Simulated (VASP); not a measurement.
Wanted: the native input for a VASP 6.6.1 run.

* Task: single point
* Functional: PBEsol
* Potentials or basis: VASP PAW PBE potentials, release 64 (Co, Si)
* Cutoff: 520 eV
* k mesh: 10 × 10 × 8
* Occupations: gaussian, width 0.1 eV
* Spin: no spin polarisation
* Dipole correction: no
* Further INCAR settings: ALGO = Normal; EDIFF = 1e-06; NBANDS = 26

The structure of CoSi2 lies in POSCAR:

```
CoSi2
1.0
    2.5765663423      2.5765663423      0.0000000000
   -2.5765663423      2.5765663423      0.0000000000
    0.0000000000      0.0000000000      5.4081330650
Co Si
2 4
Direct
    0.0000000000      0.0000000000      0.0000000000
    0.5000000000      0.5000000000      0.5000000000
    0.0000000000      0.5000000000      0.7500000000
    0.5000000000      0.0000000000      0.7500000000
    0.5000000000      0.0000000000      0.2500000000
    0.0000000000      0.5000000000      0.2500000000
```

This cell differs from its parent crystal: biaxial strain in the a-b plane: -3.0 %.

One way to write it, as run:

INCAR

```
PREC = Accurate
ENCUT = 520
EDIFF = 1E-6
ISMEAR = 0
SIGMA = 0.1
LREAL = False
LASPH = True
NELM = 80
ALGO = Normal
ISIF = 2
LWAVE = False
LCHARG = False
GGA = PS
NBANDS = 26
```

KPOINTS

```
regular mesh
0
Gamma
  10 10 8
```

Potentials or basis: VASP PAW PBE potentials, release 64 (Co, Si).

Launch:

```bash
$ cat potpaw_PBE.64/Co/POTCAR potpaw_PBE.64/Si/POTCAR > POTCAR
$ mpirun -np 1 vasp_std > vasp.out
```

Results of the run:

```json
{
  "Pressure": "9.5 GPa",
  "Band gap on the k mesh": "zero (bands 17 and 18 overlap by 3.74 eV)"
}
```

Caveat: the cell differs from its parent crystal (biaxial strain in the a-b plane: -3.0 %); the cell stands under pressure; the PAW data sets were made with another functional, which shifts forces and pressure a little; the run has no spin polarisation, though such a crystal can be magnetic.

Run time: 2.3 min on 1 thread of Intel(R) Xeon(R) Platinum 8488C (Sapphire Rapids), on a shared host, peak memory 0.28 GiB.
